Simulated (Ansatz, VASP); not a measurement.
**Y3I in VASP and in Ansatz**

```
Y I
1.0
     6.98432    0.00000    0.00000
    -3.49216    6.04860    0.00000
     0.00000    0.00000    5.73970
Y I
6 2
Direct
  0.83399 0.66799 0.25000
  0.16601 0.83399 0.75000
  0.33201 0.16601 0.25000
  0.16601 0.33201 0.75000
  0.83399 0.16601 0.25000
  0.66799 0.83399 0.75000
  0.33333 0.66667 0.25000
  0.66667 0.33333 0.75000
```

Alike in both runs: functional PBE; k mesh 6 × 6 × 8; occupations gaussian, width 0.1 eV; no spin polarisation.

Ansatz relaxed the structure, and its values are those at the end. VASP's run is a single point on that final structure, the one shown.

|  | VASP | Ansatz |
| --- | --- | --- |
| version | VASP 6.6.1 | Ansatz 0.2.0 |
| potentials or method | VASP PAW PBE potentials, release 64 (Y_sv, I), cutoff 520 eV | scalar-relativistic, plane waves, PAW |
| valence electrons in the cell | 80 | 100 |

```tsv
	VASP	Ansatz	Ansatz less VASP
gap on the k mesh at the Fermi level (eV)	none	none	-
pressure (GPa)	0.0	0.0	+0.05
rms of the force components (eV/Å)	0.004	0.002	-0.0022
```

A gap of «none» marks a metal or a gap that the smearing closes. VASP's potentials hold 80 valence electrons a cell and Ansatz's 100, so a difference there can come from the potentials and not from the codes.

Spin-orbit coupling is off throughout.
